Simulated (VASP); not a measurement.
# RuS2 (P6_3/mmc) in VASP: further runs, part 2 of 3

VASP 6.6.1. Earlier steps stand in the parts before.

## Step 4: Relaxation of cell and atoms, PBE

This run uses another cell than the first one, of 18.95 Å³/atom.

Contents of INCAR:

```
ALGO = Normal
EDIFF = 1E-6
EDIFFG = -0.01
ENCUT = 600
GGA = PE
IBRION = 2
ISIF = 3
ISMEAR = 0
LASPH = True
LCHARG = False
LREAL = False
LWAVE = False
NELM = 80
NSW = 100
PREC = Accurate
SIGMA = 0.1
```

Contents of KPOINTS:

```
k-points
0
Gamma
  12 12 4
```

Contents of POSCAR:

```
RuS2
1.0
    3.3193934645      0.0000000000      0.0000000000
   -1.6596967322      2.8746790654      0.0000000000
    0.0000000000      0.0000000000     11.9161048387
Ru S
2 4
Direct
    0.3333333333      0.6666666667      0.2500000000
    0.6666666667      0.3333333333      0.7500000000
    0.3333333333      0.6666666667      0.6313132513
    0.6666666667      0.3333333333      0.1313132513
    0.3333333333      0.6666666667      0.8686867487
    0.6666666667      0.3333333333      0.3686867487
```

Potentials or basis: VASP PAW PBE potentials, release 64 (Ru_pv, S).

Started as:

```bash
> cat potpaw_PBE.64/Ru_pv/POTCAR potpaw_PBE.64/S/POTCAR > POTCAR
> mpirun -np 1 vasp_std > vasp.out
```

OUTCAR:

```text
EDIFF = 1E-6
   EDIFFG = -0.01
   ENCUT = 600
   GGA = PE
   IBRION = 2
   ISIF = 3
   ISMEAR = 0
   LASPH = True
   LREAL = False
   NELM = 80
   NSW = 100
   PREC = Accurate

 ion  position               nearest neighbor table
   1  0.333  0.667  0.250-   4 2.38   6 2.38   4 2.38   6 2.38   4 2.38   6 2.38
   2  0.667  0.333  0.750-   3 2.38   5 2.38   3 2.38   5 2.38   3 2.38   5 2.38
   3  0.333  0.667  0.631-   2 2.38   2 2.38   2 2.38
   4  0.667  0.333  0.131-   1 2.38   1 2.38   1 2.38
   5  0.333  0.667  0.869-   2 2.38   2 2.38   2 2.38
   6  0.667  0.333  0.369-   1 2.38   1 2.38   1 2.38

  LATTYP: Found a hexagonal cell.
 ALAT       =     3.3193934645
 C/A-ratio  =     3.5898440381

  Lattice vectors:

 A1 = (   3.3193934645,   0.0000000000,   0.0000000000)
 A2 = (  -1.6596967322,   2.8746790654,   0.0000000000)
 A3 = (   0.0000000000,   0.0000000000,  11.9161048387)

Analysis of symmetry for initial positions (statically):
=====================================================================
 Subroutine PRICEL returns:
 Original cell was already a primitive cell.

 Routine SETGRP: Setting up the symmetry group for a
 hexagonal supercell.

 Subroutine GETGRP returns: Found 24 space group operations
 (whereof 12 operations were pure point group operations)
 out of a pool of 24 trial point group operations.

The static configuration has the point symmetry D_3d.
 The point group associated with its full space group is D_6h.

Analysis of symmetry for dynamics (positions and initial velocities):
=====================================================================
 Subroutine PRICEL returns:
 Original cell was already a primitive cell.

 Routine SETGRP: Setting up the symmetry group for a
 hexagonal supercell.

 Subroutine GETGRP returns: Found 24 space group operations
 (whereof 12 operations were pure point group operations)
 out of a pool of 24 trial point group operations.

[... 152 lines left out ...]

 Free energy of the ion-electron system (eV)
  ---------------------------------------------------
  ext. energy  EPLUGINS =         0.00000000
  ---------------------------------------------------
  free energy    TOTEN  =       -35.76309532 eV

  energy without entropy =      -35.73478975  energy(sigma->0) =      -35.74894254

------------------------ aborting loop because EDIFF is reached ----------------------------------------

  FORCE on cell =-STRESS in cart. coord.  units (eV):
  Direction    XX          YY          ZZ          XY          YZ          ZX
  --------------------------------------------------------------------------------------
  -------------------------------------------------------------------------------------
  Total       -0.0681510     -0.0681510     -0.3947707     -0.0000000      0.0000000     -0.0000000
  in kB       -0.9602854     -0.9602854     -5.5625394     -0.0000000      0.0000000     -0.0000000
  external PRESSURE =      -2.4943701 kB  Pullay stress =       0.0000000 kB
[... 101 lines left out ...]
  FREE ENERGIE OF THE ION-ELECTRON SYSTEM (eV)
  ---------------------------------------------------
  free  energy   TOTEN  =       -35.7643186252 eV

  energy  without entropy=      -35.7366350512  energy(sigma->0) =      -35.75047684

[... ionic steps 4 to 17 ...]

--------------------------------------- Ionic step       18  -------------------------------------------

 number of electron      52.0000003 magnetization

------------------------ aborting loop because EDIFF is reached ----------------------------------------
[... 75 lines left out ...]
--------------------------------------- Ionic step       20  -------------------------------------------

 number of electron      52.0000002 magnetization

 Free energy of the ion-electron system (eV)
  ---------------------------------------------------
  ext. energy  EPLUGINS =         0.00000000
  ---------------------------------------------------
  free energy    TOTEN  =       -35.76748179 eV

  energy without entropy =      -35.74063330  energy(sigma->0) =      -35.75405755

 E-fermi :   6.4700     XC(G=0): -10.2162

 val. band max:        6.4604964423   @ k =   0.3333   0.1667   0.0000
 cond. band min:       6.4914506476   @ k =   0.3333  -0.0000   0.5000
 fundamental gap:      0.0309542053
 Fermi energy:         6.4700398616

 k-point     1 :       0.0000    0.0000    0.0000
  band No.  band energies     occupation
      1     -37.0845      2.00000
      2     -37.0844      2.00000
      3     -36.9589      2.00000
      4     -36.9589      2.00000
      5     -36.9589      2.00000
      6     -36.9589      2.00000
[... 805 lines left out ...]
     30       8.0305      0.00000
     31       8.2770      0.00000

 [... further k-points ...]

------------------------ aborting loop because EDIFF is reached ----------------------------------------

  FORCE on cell =-STRESS in cart. coord.  units (eV):
  Direction    XX          YY          ZZ          XY          YZ          ZX
  --------------------------------------------------------------------------------------
  -------------------------------------------------------------------------------------
  Total        0.0166838      0.0166838     -0.0181513      0.0000000      0.0000000      0.0000000
  in kB        0.2300003      0.2300003     -0.2502313      0.0000000      0.0000000      0.0000000
  external PRESSURE =       0.0699231 kB  Pullay stress =       0.0000000 kB
[... 21 lines left out ...]
  FREE ENERGIE OF THE ION-ELECTRON SYSTEM (eV)
  ---------------------------------------------------
  free  energy   TOTEN  =       -35.7674817914 eV

  energy  without entropy=      -35.7406332991  energy(sigma->0) =      -35.75405755

 reached required accuracy - stopping structural energy minimisation
```

OSZICAR:

```text
N       E                     dE             d eps       ncg     rms          rms(c)
DAV:   1     0.472416877302E+03    0.47242E+03   -0.30800E+04  3918   0.177E+03
DAV:   2    -0.560510065647E+01   -0.47802E+03   -0.46640E+03  4021   0.413E+02
DAV:   3    -0.366864980770E+02   -0.31081E+02   -0.30331E+02  4530   0.916E+01
DAV:   4    -0.375592462067E+02   -0.87275E+00   -0.86557E+00  4217   0.143E+01
[... 180 lines left out ...]
DAV:   1    -0.357676719981E+02   -0.21912E-03   -0.37338E-03  3555   0.505E-01    0.118E-01
DAV:   2    -0.357675894017E+02    0.82596E-04   -0.16386E-03  4230   0.333E-01    0.796E-02
DAV:   3    -0.357674852170E+02    0.10418E-03   -0.40975E-04  4254   0.157E-01    0.235E-02
DAV:   4    -0.357674819038E+02    0.33132E-05   -0.38253E-05  3534   0.300E-02    0.117E-02
DAV:   5    -0.357674817914E+02    0.11231E-06   -0.48754E-06  3550   0.174E-02
  20 F= -.35767482E+02 E0= -.35754058E+02  d E =-.286817E-04
```

Wall time 17 min (1 thread of Intel Xeon 6975P-C (Granite Rapids), shared host); peak memory 0.41 GiB.

What came out:

```
Free energy                           : -35.7675 eV
Relaxed volume                        : 19.37 Å³/atom
Relaxed cell                          : a = 3.324 Å, b = 3.324 Å, c = 12.144 Å, α = 90.00°, β = 90.00°, γ = 120.00°
Space group after relaxing (to 0.1 Å) : P6_3/mmc (No. 194)
Energy gained by relaxing             : 0.7 meV/atom
Ionic steps                           : 20
Pressure after relaxing               : 0.0 GPa
Largest force after relaxing          : 0.005 eV/Å
Band gap on the k mesh                : zero (bands 26 and 27 overlap by 1.33 eV)
```

Forces in eV/Å, atoms in the order of the input:
```
Ru   0.000  0.000  0.000
Ru   0.000  0.000  0.000
S    0.000  0.000  0.005
S    0.000  0.000  0.005
S    0.000  0.000 -0.005
S    0.000  0.000 -0.005
```

The path:
```csv
step,energy change (eV),largest force (eV/Å),pressure (GPa),volume (Å³)
1,0.0000,0.1181,-0.25,113.71
2,-0.0006,0.0419,0.67,113.22
3,-0.0012,0.0244,0.27,113.42
4,-0.0018,0.0201,0.08,113.78
5,-0.0019,0.0186,-0.01,113.93
6,-0.0022,0.0126,0.02,114.05
7,-0.0029,0.0057,0.10,114.40
8,-0.0036,0.0430,0.28,115.10
9,-0.0037,0.0361,0.24,115.21
10,-0.0041,0.0140,0.07,115.52
11,-0.0041,0.0296,-0.24,116.15
12,-0.0042,0.0162,-0.16,115.96
13,-0.0042,0.0074,-0.10,115.84
14,-0.0042,0.0111,-0.12,115.89
15,-0.0042,0.0136,-0.14,115.93
16,-0.0043,0.0141,-0.16,115.99
17,-0.0043,0.0159,-0.10,116.15
18,-0.0043,0.0189,-0.04,116.46
19,-0.0044,0.0169,-0.07,116.27
20,-0.0044,0.0046,0.01,116.22
```

Final structure:
```yaml
crystal:
  lattice:
    - [3.32419, 0.00000, 0.00000]
    - [-1.66210, 2.87883, 0.00000]
    - [0.00000, 0.00000, 12.14437]
  atoms:
    - { symbol: Ru, position: [0.33333, 0.66667, 0.25000] }
    - { symbol: Ru, position: [0.66667, 0.33333, 0.75000] }
    - { symbol: S, position: [0.33333, 0.66667, 0.63434] }
    - { symbol: S, position: [0.66667, 0.33333, 0.13434] }
    - { symbol: S, position: [0.33333, 0.66667, 0.86566] }
    - { symbol: S, position: [0.66667, 0.33333, 0.36566] }
```

Caveat: this functional lacks dispersion, which binds the layers, so the pressure and a relaxed spacing across them are unreliable.

## Step 5: Single point, PBE

This run uses another cell than the first one, of 18.95 Å³/atom.

Contents of INCAR:

```
SYSTEM = RuS2
ALGO = Normal
EDIFF = 1E-6
ENCUT = 520
GGA = PE
ISIF = 2
ISMEAR = 0
LASPH = .True.
LCHARG = .False.
LREAL = .False.
LWAVE = .False.
NBANDS = 35
NELM = 80
PREC = Accurate
SIGMA = 0.1
```

Contents of KPOINTS:

```
k-points
0
Gamma
  6 6 2
  0 0 0
```

POSCAR is that of step 4.

Potentials or basis: VASP PAW PBE potentials, release 64 (Ru_pv, S).

Started as:

```bash
> cat potpaw_PBE.64/Ru_pv/POTCAR potpaw_PBE.64/S/POTCAR > POTCAR
> mpirun -np 1 vasp_std > vasp.out
```

OUTCAR:

```text
SYSTEM = RuS2
   EDIFF = 1E-6
   ENCUT = 520
   GGA = PE
   ISIF = 2
   ISMEAR = 0
   LASPH = .True.
   LREAL = .False.
   NELM = 80
   PREC = Accurate

 ion  position               nearest neighbor table
   1  0.333  0.667  0.250-   4 2.38   6 2.38   4 2.38   6 2.38   4 2.38   6 2.38
   2  0.667  0.333  0.750-   3 2.38   5 2.38   3 2.38   5 2.38   3 2.38   5 2.38
   3  0.333  0.667  0.631-   2 2.38   2 2.38   2 2.38
   4  0.667  0.333  0.131-   1 2.38   1 2.38   1 2.38
   5  0.333  0.667  0.869-   2 2.38   2 2.38   2 2.38
   6  0.667  0.333  0.369-   1 2.38   1 2.38   1 2.38

  LATTYP: Found a hexagonal cell.
 ALAT       =     3.3193934645
 C/A-ratio  =     3.5898440381

  Lattice vectors:

 A1 = (   3.3193934645,   0.0000000000,   0.0000000000)
 A2 = (  -1.6596967322,   2.8746790654,   0.0000000000)
 A3 = (   0.0000000000,   0.0000000000,  11.9161048387)

Analysis of symmetry for initial positions (statically):
=====================================================================
 Subroutine PRICEL returns:
 Original cell was already a primitive cell.

 Routine SETGRP: Setting up the symmetry group for a
 hexagonal supercell.

 Subroutine GETGRP returns: Found 24 space group operations
 (whereof 12 operations were pure point group operations)
 out of a pool of 24 trial point group operations.

The static configuration has the point symmetry D_3d.
 The point group associated with its full space group is D_6h.

Analysis of symmetry for dynamics (positions and initial velocities):
=====================================================================
 Subroutine PRICEL returns:
 Original cell was already a primitive cell.

 Routine SETGRP: Setting up the symmetry group for a
[... 120 lines left out ...]
   EFERMI_NEDOS =   21; number of points for ismear=-14 and -15
   IALGO  =     38    algorithm
   IMIX   =      4    mixing-type and parameters
     AMIX     =   0.40;   BMIX     =  1.00
     AMIX_MAG =   1.60;   BMIX_MAG =  1.00
  volume/ion in A,a.u.               =      18.95       127.89
  Fermi-wavevector in a.u.,A,eV,Ry     =   1.261291  2.383494 21.644881  1.590854
  Thomas-Fermi vector in A             =   2.394757
   LORBIT       =      0    0 simple, 1 ext, 2 COOP (PROOUT), +10 PAW based schemes
   GGA     = PE    functional components
   LHFCALC =     F    Hartree Fock is set to
   AEXX    =    0.0000 exact exchange contribution
   IVDW    =     0    specifies the selected vdW correction
   LEPSILON=     F    determine dielectric tensor
   LRPA    =     F    only Hartree local field effects (RPA)
 non-spin polarized calculation
 Gauss-broadening in eV      SIGMA  =   0.10
  energy-cutoff  :      520.00
  volume of cell :      113.71
 maximum number of plane-waves:      3079
 NGX is ok and might be reduce to    28
   NGX = 13   NGY = 13   NGZ = 45

 number of electron      51.9999989 magnetization

 Free energy of the ion-electron system (eV)
  ---------------------------------------------------
  ext. energy  EPLUGINS =         0.00000000
  ---------------------------------------------------
  free energy    TOTEN  =       -35.71272964 eV

  energy without entropy =      -35.66675720  energy(sigma->0) =      -35.68974342

 E-fermi :   6.6880     XC(G=0): -10.3744

 val. band max:        6.6866288843   @ k =   0.1667   0.1667   0.0000
 cond. band min:       6.6990143804   @ k =   0.1667   0.1667   0.0000
 fundamental gap:      0.0123854962
 Fermi energy:         6.6880062640

 k-point     1 :       0.0000    0.0000    0.0000
  band No.  band energies     occupation
      1     -36.8763      2.00000
      2     -36.8763      2.00000
      3     -36.7328      2.00000
      4     -36.7328      2.00000
      5     -36.7328      2.00000
      6     -36.7328      2.00000
[... 521 lines left out ...]
     34      12.2332      0.00000
     35      13.5032      0.00000

------------------------ aborting loop because EDIFF is reached ----------------------------------------

  FORCE on cell =-STRESS in cart. coord.  units (eV):
  Direction    XX          YY          ZZ          XY          YZ          ZX
  --------------------------------------------------------------------------------------
  -------------------------------------------------------------------------------------
  Total       -0.0899275     -0.0899275     -0.1300800     -0.0000000      0.0000000     -0.0000000
  in kB       -1.2671286     -1.2671286     -1.8329003     -0.0000000      0.0000000     -0.0000000
  external PRESSURE =      -1.4557192 kB  Pullay stress =       0.0000000 kB

 VOLUME and BASIS-vectors are now :
 -----------------------------------------------------------------------------
  energy-cutoff  :      520.00
  volume of cell :      113.71
      direct lattice vectors                 reciprocal lattice vectors
     3.319393465  0.000000000  0.000000000     0.301259857  0.173932459  0.000000000
    -1.659696732  2.874679065  0.000000000     0.000000000  0.347864919  0.000000000
     0.000000000  0.000000000 11.916104839     0.000000000  0.000000000  0.083920040

 POSITION                                       TOTAL-FORCE (eV/Angst)
 -----------------------------------------------------------------------------------
     -0.00000      1.91645      2.97903         0.000000      0.000000      0.000000
      1.65970      0.95823      8.93708         0.000000     -0.000000      0.000000
     -0.00000      1.91645      7.52279         0.000000     -0.000000      0.038716
      1.65970      0.95823      1.56474        -0.000000      0.000000      0.038716
     -0.00000      1.91645     10.35136         0.000000     -0.000000     -0.038716
      1.65970      0.95823      4.39331        -0.000000      0.000000     -0.038716
 -----------------------------------------------------------------------------------
    total drift:                               -0.000000      0.000000      0.000000

  FREE ENERGIE OF THE ION-ELECTRON SYSTEM (eV)
  ---------------------------------------------------
  free  energy   TOTEN  =       -35.7127296424 eV

  energy  without entropy=      -35.6667571971  energy(sigma->0) =      -35.68974342
```

stdout:

```text
POSCAR found type information on POSCAR RuS
 POSCAR found :  2 types and       6 ions
 scaLAPACK will be used
 LDA part: xc-table for (Slater+PW92), standard interpolation
 POSCAR, INCAR and KPOINTS ok, starting setup
 FFT: planning ... GRIDC
 FFT: planning ... GRID_SOFT
 FFT: planning ... GRID
 WAVECAR not read
 entering main loop
```

Run time: 48 s. Hardware: 1 thread of AMD EPYC 7R13 (Zen 3), shared host; peak memory 0.23 GiB.

What came out:

```yaml
Free_energy: -35.7127 eV
Pressure: -0.1 GPa
Largest_force: 0.039 eV/Å
Band_gap_on_the_k_mesh: zero (bands 26 and 27 overlap by 1.33 eV)
```

Forces in eV/Å, atoms in the order of the input:
```
Ru   0.000  0.000  0.000
Ru   0.000  0.000  0.000
S    0.000  0.000  0.039
S    0.000  0.000  0.039
S    0.000  0.000 -0.039
S    0.000  0.000 -0.039
```

Caveat: the k points lie up to 0.36 Å⁻¹ apart, too coarse for converged energies and pressures of a metal; this functional lacks dispersion, which binds the layers, so the pressure and a relaxed spacing across them are unreliable.

(Continued in part 3 of 3.)
